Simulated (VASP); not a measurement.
Wanted: the native input for a VASP 6.6.1 run.

| Property | Result |
| --- | --- |
| Task | single point |
| Functional | HSE06 |
| Potentials or basis | VASP PAW PBE potentials, release 64 (Cd, Te) |
| Cutoff | 520 eV |
| k mesh | 4 × 4 × 4 |
| Occupations | gaussian, width 0.01 eV |
| Spin | no spin polarisation |
| Dipole correction | no |
| Grid for exact exchange (PRECFOCK) | Normal |
| Further INCAR settings | ALGO = Normal; EDIFF = 1e-07; NBANDS = 16 |
| Share of exact exchange | 0.25 |
| Screening parameter | 0.2079 1/Å |

Crystal: CdTe.

```
CELL_PARAMETERS angstrom
0.00000 3.14876 3.44855
3.14876 0.00000 3.44855
3.14876 3.14876 0.00000
ATOMIC_POSITIONS crystal
Cd 0.00000 0.00000 0.00000
Te 0.25000 0.25000 0.25000
```

This cell differs from its parent crystal: epitaxial xy strain -4.0%.

One way to write it, as run:

POSCAR

```
CdTe
1.0
    0.0000000000      3.1487569115      3.4485483050
    3.1487569115      0.0000000000      3.4485483050
    3.1487569115      3.1487569115      0.0000000000
Cd Te
1 1
Direct
    0.0000000000      0.0000000000      0.0000000000
    0.2500000000      0.2500000000      0.2500000000
```

INCAR.step1

```
PREC = Accurate
ENCUT = 520
EDIFF = 1E-5
ISMEAR = 0
SIGMA = 0.01
LREAL = F
LASPH = T
NELM = 60
ALGO = Normal
ISIF = 2
LWAVE = T
LCHARG = F
NBANDS = 16
GGA = PE
```

INCAR.step2

```
PREC = Accurate
ENCUT = 520
EDIFF = 1E-7
ISMEAR = 0
SIGMA = 0.01
LREAL = F
LASPH = T
NELM = 60
ALGO = Normal
ISIF = 2
LWAVE = F
LCHARG = F
GGA = PE
LHFCALC = T
HFSCREEN = 0.2079
PRECFOCK = Normal
NBANDS = 16
ISTART = 1
```

KPOINTS

```
regular mesh
0
Gamma
  4 4 4
```

Potentials or basis: VASP PAW PBE potentials, release 64 (Cd, Te).

Command:

```console
$ cat potpaw_PBE.64/Cd/POTCAR potpaw_PBE.64/Te/POTCAR > POTCAR
$ cp INCAR.step1 INCAR
$ mpirun -np 1 vasp_std > vasp.out
$ cp INCAR.step2 INCAR
$ mpirun -np 1 vasp_std > vasp.out
```

Results of the run:

```json
{"Pressure": "1.5 GPa", "Band gap on the k mesh": "1.39 eV"}
```

Caveat: the cell differs from its parent crystal (epitaxial xy strain -4.0%); the PAW data sets were made with another functional, which shifts forces and pressure a little; spin-orbit coupling is left out, which moves the levels of the heavy elements.

Wall time 51 min on 1 thread of Intel Xeon 8259CL (shared host), peak memory 0.33 GiB.
